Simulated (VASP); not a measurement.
Input of a VASP 6.6.1 run:

The input INCAR:

```
PREC = Accurate
ENCUT = 500
EDIFF = 1E-6
ISMEAR = 0
SIGMA = 0.1
LREAL = False
LASPH = True
NELM = 200
ALGO = Normal
ISIF = 2
LWAVE = False
LCHARG = True
GGA = PE
LELF = True
LVHAR = True
NBANDS = 32
GGA_COMPAT = False
LMAXMIX = 6
```

File KPOINTS:

```
regular mesh
0
Gamma
  4 4 4
```

POSCAR

```
KNd2Sb3
1.0
   -2.7052741696      3.2620203074      5.8784079993
    2.7052741696     -3.2620203074      5.8784079993
    2.7052741696      3.2620203074     -5.8784079993
K Nd Sb
1 2 3
Direct
    0.0000000000      0.0000000000      0.0000000000
    0.6645197185      0.6645197185      0.0000000000
    0.3354802815      0.3354802815      0.0000000000
    0.7927140821      0.2927140821      0.5000000000
    0.2072859179      0.7072859179      0.5000000000
    0.5000000000      0.0000000000      0.5000000000
```

Potentials or basis: VASP PAW PBE potentials, release 64 (K_sv, Nd_3, Sb), 4f in core.

Run with:

```sh
$ cat potpaw_PBE.64/K_sv/POTCAR potpaw_PBE.64/Nd_3/POTCAR potpaw_PBE.64/Sb/POTCAR > POTCAR
$ mpirun -np 1 vasp_std > vasp.out
```

Task: Predict the pressure.

Result: 0.3 GPa.

Task: Predict the largest force.

Result: 0.006 eV/Å.

Task: Estimate the band gap on the k mesh.

Result: Zero (bands 23 and 24 overlap by 0.62 eV).

Stress tensor (GPa, compression positive):
```
0.09 0.00 0.00
0.00 0.56 0.00
0.00 0.00 0.22
```

Caveat: spin-orbit coupling is left out, which moves the levels of the heavy elements; the 4f electrons are frozen in the core, so they carry no moment and show no levels. Spin polarisation is off, so any magnetic state and its effect on volume and gap are missing.
